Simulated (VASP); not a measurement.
# Cs (Im-3m) in VASP: notebook, part 2 of 2

VASP 6.6.1. The steps go on from the part before.

## 3. Single point, pbesol exchange, pbe correlation (117.58 Å³/atom)

This run uses another cell than the first one, of 117.58 Å³/atom.

INCAR reads:

```
SYSTEM = Cs
PREC = Accurate ; ENCUT = 500
EDIFF = 1E-6 ; ISMEAR = -5
SIGMA = 0.05 ; LREAL = .FALSE.
LASPH = .TRUE. ; NELM = 120
ALGO = Normal ; ISIF = 2
LWAVE = .FALSE. ; LCHARG = .TRUE.
GGA = LIBXC ; LIBXC1 = GGA_X_PBE_SOL
LIBXC2 = GGA_C_PBE ; LELF = .TRUE.
LVHAR = .TRUE. ; NBANDS = 10
GGA_COMPAT = .FALSE.
```

KPOINTS reads:

```
regular mesh
0
G
  6 6 6
  0 0 0
```

POSCAR reads:

```
Cs
1.0
   -3.0861833234      3.0861833234      3.0861833234
    3.0861833234     -3.0861833234      3.0861833234
    3.0861833234      3.0861833234     -3.0861833234
Cs
1
Direct
    0.0000000000      0.0000000000      0.0000000000
```

Potentials or basis: VASP PAW PBE potentials, release 64 (Cs_sv).

Command:

```console
> cat potpaw_PBE.64/Cs_sv/POTCAR > POTCAR
> mpirun -np 1 vasp_std > vasp.out
```

OUTCAR:

```text
SYSTEM = Cs
   PREC = Accurate
   ENCUT = 500
   EDIFF = 1E-6
   ISMEAR = -5
   LREAL = .FALSE.
   LASPH = .TRUE.
   NELM = 120
   ISIF = 2
   GGA = LIBXC

 ion  position               nearest neighbor table
   1  0.000  0.000  0.000-

  LATTYP: Found a body centered cubic cell.
 ALAT       =     6.1723666468

  Lattice vectors:

 A1 = (  -3.0861833234,   3.0861833234,   3.0861833234)
 A2 = (   3.0861833234,  -3.0861833234,   3.0861833234)
 A3 = (   3.0861833234,   3.0861833234,  -3.0861833234)

Analysis of symmetry for initial positions (statically):
=====================================================================
 Subroutine PRICEL returns:
 Original cell was already a primitive cell.

 Routine SETGRP: Setting up the symmetry group for a
 body centered cubic supercell.

 Subroutine GETGRP returns: Found 48 space group operations
 (whereof 48 operations were pure point group operations)
 out of a pool of 48 trial point group operations.

The static configuration has the point symmetry O_h .

Analysis of symmetry for dynamics (positions and initial velocities):
=====================================================================
 Subroutine PRICEL returns:
 Original cell was already a primitive cell.

 Routine SETGRP: Setting up the symmetry group for a
 body centered cubic supercell.

 Subroutine GETGRP returns: Found 48 space group operations
 (whereof 48 operations were pure point group operations)
 out of a pool of 48 trial point group operations.

The dynamic configuration has the point symmetry O_h .

 Subroutine INISYM returns: Found 48 space group operations
 (whereof 48 operations are pure point group operations),
 and found     1 'primitive' translations

----------------------------------------------------------------------------------------

                                     Primitive cell

  volume of cell :     117.5778

  direct lattice vectors                    reciprocal lattice vectors
    -3.086183323  3.086183323  3.086183323     0.000000000  0.162012411  0.162012411
     3.086183323 -3.086183323  3.086183323     0.162012411  0.000000000  0.162012411
     3.086183323  3.086183323 -3.086183323     0.162012411  0.162012411  0.000000000

  length of vectors
     5.345426318  5.345426318  5.345426318     0.229120148  0.229120148  0.229120148

  position of ions in fractional coordinates (direct lattice)
     0.000000000  0.000000000  0.000000000

  ion indices of the primitive-cell ions
   primitive index   ion index
                 1           1

----------------------------------------------------------------------------------------

 KPOINTS: regular mesh

Automatic generation of k-mesh.
 Grid dimensions read from file:
 generate k-points for:    6    6    6

 Generating k-lattice:

  Cartesian coordinates                     Fractional coordinates (reciprocal lattice)
     0.000000000  0.027002068  0.027002068     0.166666667  0.000000000  0.000000000
     0.027002068  0.000000000  0.027002068     0.000000000  0.166666667  0.000000000
     0.027002068  0.027002068  0.000000000     0.000000000  0.000000000  0.166666667

  Length of vectors
     0.038186691  0.038186691  0.038186691

  Shift w.r.t. Gamma in fractional coordinates (k-lattice)
     0.000000000  0.000000000  0.000000000

 TETIRR: Found    191 inequivalent tetrahedra from     1296

 Subroutine IBZKPT returns following result:
 ===========================================

 Found     16 irreducible k-points:

 Following reciprocal coordinates:
            Coordinates               Weight
  0.000000  0.000000  0.000000      1.000000
  0.166667  0.000000  0.000000     12.000000
  0.333333  0.000000  0.000000     12.000000
  0.500000  0.000000  0.000000      6.000000
  0.166667  0.166667  0.000000     24.000000
  0.333333  0.166667  0.000000     48.000000
[... 8 lines left out ...]
  0.500000  0.500000  0.333333     12.000000
  0.500000  0.500000  0.500000      1.000000
   k-points           NKPTS =     16   k-points in BZ     NKDIM =     16   number of bands    NBANDS=     10
   number of dos      NEDOS =    301   number of ions     NIONS =      1
   total plane-waves  NPLWV =  64000
   dimension x,y,z NGX =    40 NGY =   40 NGZ =   40
   dimension x,y,z NGXF=    80 NGYF=   80 NGZF=   80
   ions per type =               1
   NGX,Y,Z   is equivalent  to a cutoff of  12.44, 12.44, 12.44 a.u.
   NGXF,Y,Z  is equivalent  to a cutoff of  24.88, 24.88, 24.88 a.u.
 SYSTEM =  Cs
   PREC   = accura    normal or accurate (medium, high low for compatibility)
   ISTART =      0    job   : 0-new  1-cont  2-samecut
   ICHARG =      2    charge: 1-file 2-atom 10-const
   ISPIN  =      1    spin polarized calculation?
   LNONCOLLINEAR =      F non collinear calculations
   LSORBIT =      F    spin-orbit coupling
   LASPH  =      T    aspherical Exc in radial PAW
   ENCUT  =  500.0 eV  36.75 Ry    6.06 a.u.   9.75  9.75  9.75*2*pi/ulx,y,z
   NELM   =    120;   NELMIN=  2; NELMDL= -5     # of ELM steps
   EDIFF  = 0.1E-05   stopping-criterion for ELM
   LREAL  =      F    real-space projection
   EDIFFG = 0.1E-04   stopping-criterion for IOM
   NSW    =      0    number of steps for IOM
   IBRION =     -1    ionic relax: 0-MD 1-quasi-New 2-CG
   NFREE  =      0    steps in history (QN), initial steepest desc. (CG)
   ISIF   =      2    stress and relaxation
   ISYM   =      2    0-nonsym 1-usesym 2-fastsym
   POTIM  = 0.5000    time-step for ionic-motion
   TEBEG  =    0.0;   TEEND  =   0.0 temperature during run
   PSTRESS=    0.0 pullay stress
   NELECT =       9.0000    total number of electrons
   NUPDOWN=      -1.0000    fix difference up-down
   EMIN   =  10.00;   EMAX   =-10.00  energy-range for DOS
   EFERMI =   0.00;   METHOD = LEGACY
   ISMEAR =    -5;   SIGMA  =   0.05  broadening in eV -4-tet -1-fermi 0-gaus
   EFERMI_NEDOS =   21; number of points for ismear=-14 and -15
   IALGO  =     38    algorithm
   IMIX   =      4    mixing-type and parameters
     AMIX     =   0.40;   BMIX     =  1.00
     AMIX_MAG =   1.60;   BMIX_MAG =  1.00
  volume/ion in A,a.u.               =     117.58       793.45
  Fermi-wavevector in a.u.,A,eV,Ry     =   0.695100  1.313549  6.573845  0.483164
  Thomas-Fermi vector in A             =   1.777778
   LORBIT       =      0    0 simple, 1 ext, 2 COOP (PROOUT), +10 PAW based schemes
   GGA     = LIBXC    functional components
   LHFCALC =     F    Hartree Fock is set to
   AEXX    =    0.0000 exact exchange contribution
   IVDW    =     0    specifies the selected vdW correction
   LEPSILON=     F    determine dielectric tensor
   LRPA    =     F    only Hartree local field effects (RPA)
 non-spin polarized calculation
 Fermi weights with tetrahedron method with Bloechl corrections
  energy-cutoff  :      500.00
  volume of cell :      117.58
 maximum number of plane-waves:      3043
   NGX = 19   NGY = 19   NGZ = 19

 number of electron       9.0000002 magnetization

 Free energy of the ion-electron system (eV)
  ---------------------------------------------------
  ext. energy  EPLUGINS =         0.00000000
  ---------------------------------------------------
  free energy    TOTEN  =        -0.96726704 eV

  energy without entropy =       -0.96726704  energy(sigma->0) =       -0.96726704

 E-fermi :   0.3805     XC(G=0):  -5.3663

 val. band max:        0.2446507906   @ k =   0.1667   0.1667   0.1667
 cond. band min:       0.3877492961   @ k =   0.3333   0.1667   0.0000
 fundamental gap:      0.1430985055
 Fermi energy:         0.3804623165

 k-point     1 :       0.0000    0.0000    0.0000
  band No.  band energies     occupation
      1     -23.4388      2.00000
      2     -10.1750      2.00000
      3     -10.1750      2.00000
      4     -10.1750      2.00000
      5      -1.2952      2.00000
      6       2.9143      0.00000
      7       2.9143      0.00000
      8       2.9143      0.00000
      9       3.7611      0.00000
     10       3.7611      0.00000
[... 183 lines left out ...]
 k-point    16 :       0.5000    0.5000    0.5000
  band No.  band energies     occupation
      1     -23.4280      2.00000
      2     -10.2662      2.00000
      3     -10.2662      2.00000
      4     -10.2662      2.00000
      5       1.0415      0.00000
      6       1.0415      0.00000
      7       3.2990      0.00000
      8       3.2990      0.00000
      9       3.2990      0.00000
     10       4.8361      0.00000

------------------------ aborting loop because EDIFF is reached ----------------------------------------

  FORCE on cell =-STRESS in cart. coord.  units (eV):
  Direction    XX          YY          ZZ          XY          YZ          ZX
  --------------------------------------------------------------------------------------
  -------------------------------------------------------------------------------------
  Total       -0.0720625     -0.0720625     -0.0720625      0.0000000      0.0000000      0.0000000
  in kB       -0.9819616     -0.9819616     -0.9819616      0.0000000      0.0000000      0.0000000
  external PRESSURE =      -0.9819616 kB  Pullay stress =       0.0000000 kB

 VOLUME and BASIS-vectors are now :
 -----------------------------------------------------------------------------
  energy-cutoff  :      500.00
  volume of cell :      117.58
      direct lattice vectors                 reciprocal lattice vectors
    -3.086183323  3.086183323  3.086183323     0.000000000  0.162012411  0.162012411
     3.086183323 -3.086183323  3.086183323     0.162012411  0.000000000  0.162012411
     3.086183323  3.086183323 -3.086183323     0.162012411  0.162012411  0.000000000

 POSITION                                       TOTAL-FORCE (eV/Angst)
 -----------------------------------------------------------------------------------
      0.00000      0.00000      0.00000         0.000000      0.000000      0.000000
 -----------------------------------------------------------------------------------
    total drift:                                0.000000      0.000000     -0.000000

  FREE ENERGIE OF THE ION-ELECTRON SYSTEM (eV)
  ---------------------------------------------------
  free  energy   TOTEN  =        -0.9672670411 eV

  energy  without entropy=       -0.9672670411  energy(sigma->0) =       -0.96726704
```

OSZICAR:

```text
N       E                     dE             d eps       ncg     rms          rms(c)
DAV:   1     0.507600534163E+02    0.50760E+02   -0.28656E+03   320   0.610E+02
DAV:   2     0.451144161224E+01   -0.46249E+02   -0.45198E+02   418   0.106E+02
DAV:   3    -0.888294652510E+00   -0.53997E+01   -0.53976E+01   366   0.413E+01
DAV:   4    -0.965585689426E+00   -0.77291E-01   -0.77302E-01   430   0.599E+00
DAV:   5    -0.965856076881E+00   -0.27039E-03   -0.27071E-03   436   0.303E-01    0.154E-01
DAV:   6    -0.966419309291E+00   -0.56323E-03   -0.17125E-03   388   0.239E-01    0.107E-01
DAV:   7    -0.967212170773E+00   -0.79286E-03   -0.49753E-03   330   0.446E-01    0.347E-02
DAV:   8    -0.967269621707E+00   -0.57451E-04   -0.10583E-04   346   0.831E-02    0.468E-03
DAV:   9    -0.967267197558E+00    0.24241E-05   -0.66577E-06   454   0.132E-02    0.226E-03
DAV:  10    -0.967267041139E+00    0.15642E-06   -0.92788E-07   338   0.794E-03
   1 F= -.96726704E+00 E0= -.96726704E+00  d E =0.000000E+00
```

stdout:

```text
POSCAR found type information on POSCAR Cs
 POSCAR found :  1 types and       1 ions
 scaLAPACK will be used
 -----------------------------------------------------------------------------
|                                                                             |
[... 23 lines left out ...]
|     occupations, so forces and stress will be inaccurate. We suggest        |
|     using a different smearing scheme ISMEAR = 1 or 2 for metals in         |
|     relaxations.                                                            |
|                                                                             |
 -----------------------------------------------------------------------------
```

Run time: 16 s. Hardware: 1 thread of Intel Xeon Platinum 8259CL at 2.50GHz (Skylake/Cascade Lake), shared host; peak memory 0.23 GiB.

Results:

```yaml
Free_energy: -0.9673 eV
Pressure: -0.1 GPa
Band_gap_on_the_k_mesh: zero (an odd number of electrons rules out a gap without spin polarisation)
```

Caveat: the PAW data sets were made with another functional, which shifts forces and pressure a little; spin-orbit coupling is left out, which moves the levels of the heavy elements; tetrahedron occupations give inexact forces and stress in metals.

## 4. Single point, pbesol exchange, pbe correlation (120.03 Å³/atom)

This run uses another cell than the first one, of 120.03 Å³/atom.

INCAR reads:

```
SYSTEM = Cs
PREC = Accurate
ENCUT = 500
EDIFF = 1E-6
ISMEAR = -5
SIGMA = 0.05
LREAL = .False.
LASPH = .True.
NELM = 120
ALGO = Normal
ISIF = 2
LWAVE = .False.
LCHARG = .False.
GGA = LIBXC
LIBXC1 = GGA_X_PBE_SOL
LIBXC2 = GGA_C_PBE
NBANDS = 10
GGA_COMPAT = .False.
```

KPOINTS reads:

```
regular mesh
0
Gamma
  6 6 6
  0 0 0
```

POSCAR reads:

```
Cs
1.0
   -3.1074680189      3.1074680189      3.1074680189
    3.1074680189     -3.1074680189      3.1074680189
    3.1074680189      3.1074680189     -3.1074680189
Cs
1
Direct
    0.0000000000      0.0000000000      0.0000000000
```

Command:

```console
> cat potpaw_PBE.64/Cs_sv/POTCAR > POTCAR
> mpirun -np 1 vasp_std > vasp.out
```

Run time: 15 s. Hardware: 1 thread of Intel Xeon Platinum 8259CL at 2.50GHz (Skylake/Cascade Lake), shared host; peak memory 0.22 GiB.

The run converged. Its results:

```yaml
Free_energy: -0.9656 eV
Pressure: -0.1 GPa
Band_gap_on_the_k_mesh: zero (an odd number of electrons rules out a gap without spin polarisation)
```

Levels at points of the mesh, in eV from the Fermi level:
| k point | band 2 | band 3 | band 4 | band 5 | band 6 | band 7 |
| --- | --- | --- | --- | --- | --- | --- |
| (0.00, 0.00, 0.00) | -10.57 | -10.57 | -10.57 | -1.65 | 2.52 | 2.52 |
| (0.50, 0.00, 0.00) | -10.69 | -10.61 | -10.57 | 0.05 | 0.78 | 1.67 |
| (0.50, 0.50, 0.50) | -10.66 | -10.66 | -10.66 | 0.68 | 0.68 | 2.87 |

Caveat: the PAW data sets were made with another functional, which shifts forces and pressure a little; spin-orbit coupling is left out, which moves the levels of the heavy elements; tetrahedron occupations give inexact forces and stress in metals.

## 5. Single point, pbesol exchange, pbe correlation (122.48 Å³/atom)

This run uses another cell than the first one, of 122.48 Å³/atom.

INCAR reads:

```
SYSTEM = Cs
ALGO     = Normal         ! electronic algorithm
EDIFF    = 1E-6           ! SCF threshold, eV
ENCUT    = 500            ! plane-wave cutoff, eV
GGA      = LIBXC          ! functional
GGA_COMPAT= .FALSE.      
ISIF     = 2              ! what is computed and relaxed
ISMEAR   = -5             ! smearing method
LASPH    = .TRUE.         ! aspherical terms in the spheres
LCHARG   = .FALSE.        ! write CHGCAR
LIBXC1   = GGA_X_PBE_SOL
LIBXC2   = GGA_C_PBE    
LREAL    = .FALSE.        ! projectors in reciprocal space
LWAVE    = .FALSE.        ! write WAVECAR
NBANDS   = 10             ! bands
NELM     = 120            ! most SCF steps
PREC     = Accurate       ! precision mode
SIGMA    = 0.05           ! smearing width, eV
```

KPOINTS reads:

```
k-points
0
G
  6 6 6
  0 0 0
```

POSCAR reads:

```
Cs
1.0
   -3.1284650614      3.1284650614      3.1284650614
    3.1284650614     -3.1284650614      3.1284650614
    3.1284650614      3.1284650614     -3.1284650614
Cs
1
Direct
    0.0000000000      0.0000000000      0.0000000000
```

Command:

```console
> cat potpaw_PBE.64/Cs_sv/POTCAR > POTCAR
> mpirun -np 1 vasp_std > vasp.out
```

It took 13 s on 1 thread of Intel Xeon Platinum 8259CL at 2.50GHz (Skylake/Cascade Lake), shared host; peak memory 0.23 GiB.

The run converged. Its results:

* Free energy: -0.9634 eV
* Pressure: -0.2 GPa
* Band gap on the k mesh: zero (an odd number of electrons rules out a gap without spin polarisation)

Levels at points of the mesh, in eV from the Fermi level:
| k point | band 1 | band 2 | band 3 | band 4 | band 5 | band 6 | band 7 | band 8 |
| --- | --- | --- | --- | --- | --- | --- | --- | --- |
| (0.00, 0.00, 0.00) | -23.85 | -10.59 | -10.59 | -10.59 | -1.63 | 2.51 | 2.51 | 2.51 |
| (0.50, 0.00, 0.00) | -23.84 | -10.70 | -10.63 | -10.59 | 0.06 | 0.76 | 1.67 | 3.15 |
| (0.50, 0.50, 0.50) | -23.84 | -10.67 | -10.67 | -10.67 | 0.69 | 0.69 | 2.82 | 2.82 |

Caveat: the PAW data sets were made with another functional, which shifts forces and pressure a little; spin-orbit coupling is left out, which moves the levels of the heavy elements; tetrahedron occupations give inexact forces and stress in metals.

## 6. Overview

```tsv
cell	gap on the mesh (eV)	pressure (GPa)
a = 5.308 Å, angles 109.5°, 1 atom	none	-0.1
a = 5.345 Å, angles 109.5°, 1 atom	none	-0.1
a = 5.382 Å, angles 109.5°, 1 atom	none	-0.1
a = 5.419 Å, angles 109.5°, 1 atom	none	-0.2
```

Alike in all rows: task single point; level pbesol exchange, pbe correlation; potentials or basis VASP PAW PBE potentials, release 64 (Cs_sv); no spin polarisation; k mesh 6 × 6 × 6; cutoff (eV) 500; smearing tetrahedron.

Caveats: the PAW data sets were made with another functional, which shifts forces and pressure a little; spin-orbit coupling is left out, which moves the levels of the heavy elements; tetrahedron occupations give inexact forces and stress in metals.

Total energies depend on the potentials used, so only differences within one code and one set of settings carry meaning.
